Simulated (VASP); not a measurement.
Set up this calculation in VASP 6.6.1, as the native input.

```
Task                   : single point
Functional             : PBE
Potentials or basis    : VASP PAW PBE potentials, release 64 (Hf_pv, O)
Cutoff                 : 600 eV
k mesh                 : 8 × 8 × 6
Occupations            : gaussian, width 0.02 eV
Spin                   : no spin polarisation
Dipole correction      : no
Further INCAR settings : ALGO = Normal; EDIFF = 1e-06; NBANDS = 31
```

The structure of HfO2 lies in POSCAR:

```
HfO2
1.0
    3.8676348174      0.0000000000      0.0000000000
    0.0000000000      3.8676348174      0.0000000000
    0.0000000000      0.0000000000      5.1599213009
Hf O
2 4
Direct
    0.0000000000      0.0000000000      0.0000000000
    0.5000000000      0.5000000000      0.5000000000
    0.0000000000      0.5000000000      0.3211713050
    0.5000000000      0.0000000000      0.1788286950
    0.5000000000      1.0000000000      0.6788286950
    0.0000000000      0.5000000000      0.8211713050
```

One way to write it, as run:

INCAR

```
SYSTEM = HfO2
ALGO = Normal ; EDIFF = 1E-6
ENCUT = 600 ; GGA = PE
GGA_COMPAT = .FALSE. ; ISIF = 2
ISMEAR = 0 ; LASPH = .TRUE.
LCHARG = .TRUE. ; LELF = .TRUE.
LREAL = .FALSE. ; LVHAR = .TRUE.
LWAVE = .FALSE. ; NBANDS = 31
NELM = 120 ; PREC = Accurate
SIGMA = 0.02
```

KPOINTS

```
k-points
0
G
  8 8 6
  0 0 0
```

Potentials or basis: VASP PAW PBE potentials, release 64 (Hf_pv, O).

Launch:

```bash
$ cat potpaw_PBE.64/Hf_pv/POTCAR potpaw_PBE.64/O/POTCAR > POTCAR
$ mpirun -np 1 vasp_std > vasp.out
```

Results of the run:

```json
{
  "Pressure": "-23.6 GPa",
  "Largest force": "0.053 eV/Å",
  "Band gap on the k mesh": "3.26 eV (least direct gap 3.32 eV)"
}
```

Caveat: the cell stands under tension; spin-orbit coupling is left out, which moves the levels of the heavy elements.

Run time: 3.5 min on 1 thread of AMD EPYC 7R13 (shared host), peak memory 0.26 GiB.
